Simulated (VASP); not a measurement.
# Cu (P6_3/mmc) in VASP: further runs

Runs on Cu. Level: LDA. Tasks: single point.

Everything below comes from runs of VASP 6.6.1. Logs are shortened: lines on timing, memory, paths and dates and some standing lists are left out, and cuts for length are marked.

**1. The cell of the first run**

Symmetry: P6_3/mmc, No. 194, hexagonal system. The conventional cell has a = 2.479 Å, b = 2.479 Å, c = 8.093 Å, α = 90.00°, β = 90.00°, γ = 120.00°. Within 3.3 Å of Cu (site symmetry -6m2) lie 12 Cu at 2.48 Å. Within 3.3 Å of Cu (site symmetry -3m) lie 12 Cu at 2.48 Å.

**2. Single point, LDA (volume scaled by 0.94)**

Contents of INCAR:

```
PREC = Accurate ; ENCUT = 520
EDIFF = 1E-6 ; ISMEAR = -1
SIGMA = 0.05 ; LREAL = F
LASPH = T ; NELM = 60
ALGO = Normal ; ISIF = 2
LWAVE = F ; LCHARG = F
GGA = CA ; NBANDS = 30
```

Contents of KPOINTS:

```
Automatic mesh
0
Gamma
  12 12 4
```

Contents of POSCAR:

```
Cu
1.0
    2.4791012850      0.0000000000      0.0000000000
   -1.2395506425      2.1469646914      0.0000000000
    0.0000000000      0.0000000000      8.0931592851
Cu
4
Direct
    0.6666666667      0.3333333333      0.7500000000
    0.0000000000      0.0000000000      0.5000000000
    0.3333333333      0.6666666667      0.2500000000
    0.0000000000      0.0000000000      0.0000000000
```

Potentials or basis: VASP PAW LDA potentials, release 64 (Cu).

Launch:

```
$ cat potpaw_LDA.64/Cu/POTCAR > POTCAR
$ mpirun -np 1 vasp_std > vasp.out
```

OUTCAR:

```text
PREC = Accurate
   ENCUT = 520
   EDIFF = 1E-6
   ISMEAR = -1
   LREAL = F
   LASPH = T
   NELM = 60
   ISIF = 2
   GGA = CA

 ion  position               nearest neighbor table
   1  0.667  0.333  0.750-   2 2.48   4 2.48   2 2.48   4 2.48   2 2.48   4 2.48
   2  0.000  0.000  0.500-   1 2.48   3 2.48   1 2.48   3 2.48   1 2.48   3 2.48
   3  0.333  0.667  0.250-   2 2.48   4 2.48   2 2.48   4 2.48   2 2.48   4 2.48
   4  0.000  0.000  0.000-   1 2.48   3 2.48   1 2.48   3 2.48   1 2.48   3 2.48

  LATTYP: Found a hexagonal cell.
 ALAT       =     2.4791012850
 C/A-ratio  =     3.2645537050

  Lattice vectors:

 A1 = (   2.4791012850,   0.0000000000,   0.0000000000)
 A2 = (  -1.2395506425,   2.1469646914,   0.0000000000)
 A3 = (   0.0000000000,   0.0000000000,   8.0931592851)

Analysis of symmetry for initial positions (statically):
=====================================================================
 Subroutine PRICEL returns:
 Original cell was already a primitive cell.

 Routine SETGRP: Setting up the symmetry group for a
 hexagonal supercell.

 Subroutine GETGRP returns: Found 24 space group operations
 (whereof 12 operations were pure point group operations)
 out of a pool of 24 trial point group operations.

The static configuration has the point symmetry D_3d.
 The point group associated with its full space group is D_6h.

Analysis of symmetry for dynamics (positions and initial velocities):
=====================================================================
 Subroutine PRICEL returns:
 Original cell was already a primitive cell.

 Routine SETGRP: Setting up the symmetry group for a
 hexagonal supercell.

 Subroutine GETGRP returns: Found 24 space group operations
 (whereof 12 operations were pure point group operations)
 out of a pool of 24 trial point group operations.

The dynamic configuration has the point symmetry D_3d.
 The point group associated with its full space group is D_6h.

 Subroutine INISYM returns: Found 24 space group operations
 (whereof 12 operations are pure point group operations),
 and found     1 'primitive' translations

----------------------------------------------------------------------------------------

                                     Primitive cell

  volume of cell :      43.0762

  direct lattice vectors                    reciprocal lattice vectors
[... 83 lines left out ...]
   ISTART =      0    job   : 0-new  1-cont  2-samecut
   ICHARG =      2    charge: 1-file 2-atom 10-const
   ISPIN  =      1    spin polarized calculation?
   LNONCOLLINEAR =      F non collinear calculations
   LSORBIT =      F    spin-orbit coupling
   LASPH  =      T    aspherical Exc in radial PAW
   ENCUT  =  520.0 eV  38.22 Ry    6.18 a.u.   4.61  4.61 15.05*2*pi/ulx,y,z
   NELM   =     60;   NELMIN=  2; NELMDL= -5     # of ELM steps
   EDIFF  = 0.1E-05   stopping-criterion for ELM
   LREAL  =      F    real-space projection
   EDIFFG = 0.1E-04   stopping-criterion for IOM
   NSW    =      0    number of steps for IOM
   IBRION =     -1    ionic relax: 0-MD 1-quasi-New 2-CG
   NFREE  =      0    steps in history (QN), initial steepest desc. (CG)
   ISIF   =      2    stress and relaxation
   ISYM   =      2    0-nonsym 1-usesym 2-fastsym
   POTIM  = 0.5000    time-step for ionic-motion
   TEBEG  =    0.0;   TEEND  =   0.0 temperature during run
   PSTRESS=    0.0 pullay stress
   NELECT =      44.0000    total number of electrons
   NUPDOWN=      -1.0000    fix difference up-down
   EMIN   =  10.00;   EMAX   =-10.00  energy-range for DOS
   EFERMI =   0.00;   METHOD = LEGACY
   ISMEAR =    -1;   SIGMA  =   0.05  broadening in eV -4-tet -1-fermi 0-gaus
   EFERMI_NEDOS =   21; number of points for ismear=-14 and -15
   IALGO  =     38    algorithm
   IMIX   =      4    mixing-type and parameters
     AMIX     =   0.40;   BMIX     =  1.00
     AMIX_MAG =   1.60;   BMIX_MAG =  1.00
  volume/ion in A,a.u.               =      10.77        72.67
  Fermi-wavevector in a.u.,A,eV,Ry     =   1.648719  3.115627 36.984367  2.718274
  Thomas-Fermi vector in A             =   2.737961
   LORBIT       =      0    0 simple, 1 ext, 2 COOP (PROOUT), +10 PAW based schemes
   GGA     = CA    functional components
   LHFCALC =     F    Hartree Fock is set to
   AEXX    =    0.0000 exact exchange contribution
   IVDW    =     0    specifies the selected vdW correction
   LEPSILON=     F    determine dielectric tensor
   LRPA    =     F    only Hartree local field effects (RPA)
 non-spin polarized calculation
  energy-cutoff  :      520.00
  volume of cell :       43.08
 maximum number of plane-waves:      1177
   NGX =  9   NGY =  9   NGZ = 31

 number of electron      43.9999955 magnetization

 Free energy of the ion-electron system (eV)
  ---------------------------------------------------
  ext. energy  EPLUGINS =         0.00000000
  ---------------------------------------------------
  free energy    TOTEN  =       -18.79811331 eV

  energy without entropy =      -18.78530999  energy(sigma->0) =      -18.79171165

 E-fermi :   8.4723     XC(G=0): -13.6508

 val. band max:        8.4562740846   @ k =   0.1667   0.0833   0.5000
 cond. band min:       8.5550103875   @ k =   0.5000   0.0000   0.5000
 fundamental gap:      0.0987363029
 Fermi energy:         8.4722548702

 k-point     1 :       0.0000    0.0000    0.0000
  band No.  band energies     occupation
      1      -1.5196      2.00000
      2       0.7221      2.00000
      3       0.7388      2.00000
      4       2.8851      2.00000
      5       4.8936      2.00000
      6       4.8949      2.00000
[... 781 lines left out ...]
     29      21.8087      0.00000
     30      22.6255      0.00000

 [... further k-points ...]
[... 5 lines left out ...]
  --------------------------------------------------------------------------------------
  -------------------------------------------------------------------------------------
  Total        0.9398198      0.9398198      0.7842296      0.0000000      0.0000000      0.0000000
  in kB       34.9556930     34.9556930     29.1686636      0.0000000      0.0000000      0.0000000
  external PRESSURE =      33.0266832 kB  Pullay stress =       0.0000000 kB

 VOLUME and BASIS-vectors are now :
 -----------------------------------------------------------------------------
  energy-cutoff  :      520.00
  volume of cell :       43.08
      direct lattice vectors                 reciprocal lattice vectors
     2.479101285  0.000000000  0.000000000     0.403371982  0.232886923  0.000000000
    -1.239550643  2.146964691  0.000000000     0.000000000  0.465773845  0.000000000
     0.000000000  0.000000000  8.093159285     0.000000000  0.000000000  0.123561142

 POSITION                                       TOTAL-FORCE (eV/Angst)
 -----------------------------------------------------------------------------------
      1.23955      0.71565      6.06987        -0.000000      0.000000      0.000000
      0.00000      0.00000      4.04658         0.000000      0.000000     -0.000000
     -0.00000      1.43131      2.02329         0.000000      0.000000     -0.000000
      0.00000      0.00000      0.00000         0.000000      0.000000     -0.000000
 -----------------------------------------------------------------------------------
    total drift:                                0.000000     -0.000000      0.000000

  FREE ENERGIE OF THE ION-ELECTRON SYSTEM (eV)
  ---------------------------------------------------
  free  energy   TOTEN  =       -18.7981133101 eV

  energy  without entropy=      -18.7853099902  energy(sigma->0) =      -18.79171165
```

stdout:

```text
POSCAR found type information on POSCAR Cu
 POSCAR found :  1 types and       4 ions
 scaLAPACK will be used
 LDA part: xc-table for (Slater(with rela. corr.)+CA(PZ))
 , standard interpolation
 POSCAR, INCAR and KPOINTS ok, starting setup
 FFT: planning ... GRIDC
 FFT: planning ... GRID_SOFT
 FFT: planning ... GRID
 WAVECAR not read
 entering main loop
```

Run time: 25 s. Hardware: 1 thread of Intel Xeon 6975P-C (Granite Rapids), shared host; peak memory 0.17 GiB.

Results:

```
Free energy            : -18.7981 eV
Pressure               : 3.3 GPa
Band gap on the k mesh : zero (band 22 reaches 12.10 eV, above the bottom of band 23 at 6.62 eV)
```

**3. Single point, LDA (volume scaled by 0.96)**

Contents of INCAR:

```
SYSTEM = Cu
ALGO = Normal
EDIFF = 1E-6
ENCUT = 520
ISIF = 2
ISMEAR = -1
LASPH = .TRUE.
LCHARG = .FALSE.
LREAL = .FALSE.
LWAVE = .FALSE.
NBANDS = 30
NELM = 100
PREC = Accurate
SIGMA = 0.05
```

Contents of KPOINTS:

```
k-points
0
G
  12 12 4
  0 0 0
```

Contents of POSCAR:

```
Cu
1.0
    2.4965603200      0.0000000000      0.0000000000
   -1.2482801600      2.1620846592      0.0000000000
    0.0000000000      0.0000000000      8.1501552425
Cu
4
Direct
    0.6666666667      0.3333333333      0.7500000000
    0.0000000000      0.0000000000      0.5000000000
    0.3333333333      0.6666666667      0.2500000000
    0.0000000000      0.0000000000      0.0000000000
```

Potentials or basis: VASP PAW LDA potentials, release 64 (Cu).

Launch:

```
$ cat potpaw_LDA.64/Cu/POTCAR > POTCAR
$ mpirun -np 1 vasp_std > vasp.out
```

Wall time 28 s (1 thread of Intel Xeon 6975P-C (Granite Rapids), shared host); peak memory 0.18 GiB.

Results (log left out):

```
Free energy            : -18.8051 eV
Pressure               : -0.2 GPa
Band gap on the k mesh : zero (band 22 reaches 11.77 eV, above the bottom of band 23 at 6.36 eV)
```

Stress tensor (GPa, compression positive):
```
 0.03  0.00  0.00
 0.00  0.03  0.00
 0.00  0.00 -0.52
```

Levels at points of the mesh, in eV from the Fermi level:
| k point | band 20 | band 21 | band 22 | band 23 | band 24 | band 25 |
| --- | --- | --- | --- | --- | --- | --- |
| (0.00, 0.00, 0.00) | -2.01 | -2.01 | -1.69 | -1.69 | -1.10 | 4.19 |
| (0.50, 0.00, 0.00) | -1.52 | -0.65 | 0.40 | 1.10 | 1.69 | 5.01 |
| (0.00, 0.00, 0.50) | -2.32 | -1.82 | -1.82 | -1.82 | -1.82 | 7.40 |
| (0.50, 0.00, 0.50) | -1.54 | 0.10 | 0.10 | 1.48 | 1.48 | 5.50 |

**4. Single point, LDA (volume scaled by 1.04)**

Contents of INCAR:

```
SYSTEM = Cu
PREC = Accurate
ENCUT = 520
EDIFF = 1E-6
ISMEAR = -1
SIGMA = 0.05
LREAL = .False.
LASPH = .True.
NELM = 80
ALGO = Normal
ISIF = 2
LWAVE = .False.
LCHARG = .False.
GGA = CA
NBANDS = 30
```

Contents of KPOINTS:

```
regular mesh
0
Gamma
  12 12 4
  0 0 0
```

Contents of POSCAR:

```
Cu
1.0
    2.5640673725      0.0000000000      0.0000000000
   -1.2820336863      2.2205474816      0.0000000000
    0.0000000000      0.0000000000      8.3705356409
Cu
4
Direct
    0.6666666667      0.3333333333      0.7500000000
    0.0000000000      0.0000000000      0.5000000000
    0.3333333333      0.6666666667      0.2500000000
    0.0000000000      0.0000000000      0.0000000000
```

Launch:

```
$ cat potpaw_LDA.64/Cu/POTCAR > POTCAR
$ mpirun -np 1 vasp_std > vasp.out
```

Wall time 28 s (1 thread of Intel Xeon 6975P-C (Granite Rapids), shared host); peak memory 0.17 GiB.

The run converged. Its results:

```yaml
Free_energy: -18.6424 eV
Pressure: -12.6 GPa
Band_gap_on_the_k_mesh: zero (band 22 reaches 10.59 eV, above the bottom of band 23 at 5.42 eV)
```

Stress tensor (GPa, compression positive):
```
-12.35   0.00   0.00
  0.00 -12.35   0.00
  0.00   0.00 -12.97
```

Levels at points of the mesh, in eV from the Fermi level:
```
           k point  band 19  band 20  band 21  band 22  band 23  band 24  band 25  band 26
(0.00, 0.00, 0.00)    -2.03    -1.88    -1.88    -1.59    -1.59    -0.85     3.78    12.47
(0.50, 0.00, 0.00)    -1.46    -1.45    -0.47     0.54     1.03     1.60     4.59     4.62
(0.00, 0.00, 0.50)    -2.16    -2.16    -1.71    -1.71    -1.71    -1.71     6.93     6.93
(0.50, 0.00, 0.50)    -1.47    -1.47     0.15     0.15     1.42     1.42     5.12     5.12
```

**5. Summary**

| cell | gap on the mesh (eV) | pressure (GPa) |
| --- | --- | --- |
| a = 2.479, b = 2.479, c = 8.093 Å, angles 90.0, 90.0, 120.0°, 4 atoms | none | 3.3 |
| a = 2.497, b = 2.497, c = 8.150 Å, angles 90.0, 90.0, 120.0°, 4 atoms | none | -0.2 |
| a = 2.564, b = 2.564, c = 8.371 Å, angles 90.0, 90.0, 120.0°, 4 atoms | none | -12.6 |

Alike in all rows: task single point; level LDA; potentials or basis VASP PAW LDA potentials, release 64 (Cu); no spin polarisation; k mesh 12 × 12 × 4; cutoff (eV) 520; smearing fermi-dirac 0.05 eV.

Absolute energies hang on the potentials; compare differences alone.
